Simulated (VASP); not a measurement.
Input of a VASP 6.6.1 run:

File INCAR:

```
PREC     = Accurate       # precision mode
ENCUT    = 520            # plane-wave cutoff, eV
EDIFF    = 1E-6           # SCF threshold, eV
ISMEAR   = -1             # smearing method
SIGMA    = 0.05           # smearing width, eV
LREAL    = F              # projectors in reciprocal space
LASPH    = T              # aspherical terms in the spheres
NELM     = 80             # most SCF steps
ALGO     = Normal         # electronic algorithm
ISIF     = 2              # what is computed and relaxed
LWAVE    = F              # write WAVECAR
LCHARG   = T              # write CHGCAR
GGA      = PS             # functional
IVDW     = 12             # dispersion correction
LELF     = T              # ELF
LVHAR    = T            
NBANDS   = 30             # bands
```

The input KPOINTS:

```
Automatic mesh
0
Gamma
  6 6 6
```

File POSCAR:

```
In3Se
1.0
    4.5926827578      0.0000000000      0.0000000000
    0.0000000000      4.5926827578      0.0000000000
    0.0000000000      0.0000000000      4.5926827578
In Se
3 1
Direct
    0.5000000000      0.5000000000      0.0000000000
    0.5000000000      0.0000000000      0.5000000000
    0.0000000000      0.5000000000      0.5000000000
    0.0000000000      0.0000000000      0.0000000000
```

Potentials or basis: VASP PAW PBE potentials, release 64 (In_d, Se).

Launch:

```bash
$ cat potpaw_PBE.64/In_d/POTCAR potpaw_PBE.64/Se/POTCAR > POTCAR
$ mpirun -np 1 vasp_std > vasp.out
```

Task: Predict the pressure.

Result: 0.0 GPa.

Task: What does it give for the dispersion energy per atom?

Result: -0.369 eV.

Caveat: the PAW data sets were made with another functional, which shifts forces and pressure a little; pairwise dispersion overbinds metals, which lowers pressure and volume.
